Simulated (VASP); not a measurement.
Wanted: the native input for a VASP 6.6.1 run.

```yaml
Task: single point
Functional: PBE
Dispersion: D3(BJ)
Potentials_or_basis: VASP PAW PBE potentials, release 64 (Si, N)
Cutoff: 520 eV
k_mesh: 7 × 5 × 1
Occupations: gaussian, width 0.05 eV
Spin: no spin polarisation
Dipole_correction: yes
Further_INCAR_settings: ALGO = Normal; EDIFF = 1e-06; NBANDS = 27
```

The structure of Si3N lies in POSCAR:

```
Si3N
1.0
    3.8333442755      0.0000000000      0.0000000000
    0.0000000000      5.4211674636      0.0000000000
    0.0000000000      0.0000000000     22.4877586337
Si N
6 2
Direct
    0.5000000000      0.0000000000      0.1778745523
    0.0000000000      0.2500000000      0.1778745523
    0.0000000000      0.5038839981      0.2608672216
    0.5000000000      0.7461160019      0.2608672216
    0.5000000000      0.0086033066      0.3418641564
    0.0000000000      0.2413966934      0.3418641564
    0.5000000000      0.3419366399      0.5063981173
    0.5000000000      0.3419366399      0.5553136192
```

One way to write it, as run:

INCAR

```
ALGO     = Normal         # electronic algorithm
DIPOL    = 0.5 0.5 0.328
EDIFF    = 1E-6           # SCF threshold, eV
ENCUT    = 520            # plane-wave cutoff, eV
GGA      = PE             # functional
IDIPOL   = 3            
ISIF     = 2              # what is computed and relaxed
ISMEAR   = 0              # smearing method
IVDW     = 12             # dispersion correction
LASPH    = T              # aspherical terms in the spheres
LCHARG   = F              # write CHGCAR
LDIPOL   = T            
LREAL    = F              # projectors in reciprocal space
LWAVE    = F              # write WAVECAR
NBANDS   = 27             # bands
NELM     = 60             # most SCF steps
PREC     = Accurate       # precision mode
SIGMA    = 0.05           # smearing width, eV
```

KPOINTS

```
k-points
0
Gamma
  7 5 1
```

Potentials or basis: VASP PAW PBE potentials, release 64 (Si, N).

Launch:

```bash
$ cat potpaw_PBE.64/Si/POTCAR potpaw_PBE.64/N/POTCAR > POTCAR
$ mpirun -np 1 vasp_std > vasp.out
```

It gave:

```yaml
Largest_force: 2.149 eV/Å
Band_gap_on_the_k_mesh: zero (band 17 reaches -1.54 eV, above the bottom of band 18 at -1.83 eV)
Dispersion_energy_per_atom: -0.201 eV
```

Caveat: the standard files for N, O and F lose accuracy on very short bonds.

Run time: 110 s on 1 thread of Intel(R) Xeon(R) 6975P-C (Granite Rapids), on a shared host, peak memory 0.52 GiB.
